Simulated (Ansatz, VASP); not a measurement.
# Ta: VASP beside Ansatz

```
Ta
1.0
    -1.64026    1.64026    1.64026
     1.64026   -1.64026    1.64026
     1.64026    1.64026   -1.64026
Ta
1
Direct
  0.00000 0.00000 0.00000
```

Alike in both runs: functional PBEsol; k mesh 18 × 18 × 18; occupations gaussian, width 0.1 eV; no spin polarisation.

Ansatz relaxed the structure, and its values are those at the end. VASP's run is a single point on that final structure, the one shown.

```csv
,VASP,Ansatz
version,VASP 6.6.1,Ansatz 0.2.0
potentials or method,"VASP PAW PBE potentials, release 64 (Ta_pv), cutoff 520 eV","scalar-relativistic, plane waves, PAW"
valence electrons in the cell,11,13
```

Ansatz gave:

| Quantity | Value |
| --- | --- |
| gap on the k mesh at the Fermi level (eV) | none |
| pressure (GPa) | 0.0 |

**Question.** Which values does VASP return?

**Answer.** gap on the k mesh at the Fermi level (eV): none; pressure (GPa): 0.2.

VASP's potentials were made for PBE, not for PBEsol. A gap of «none» marks a metal or a gap that the smearing closes. VASP's potentials hold 11 valence electrons a cell and Ansatz's 13, so a difference there can come from the potentials and not from the codes.

Spin-orbit coupling is off throughout.
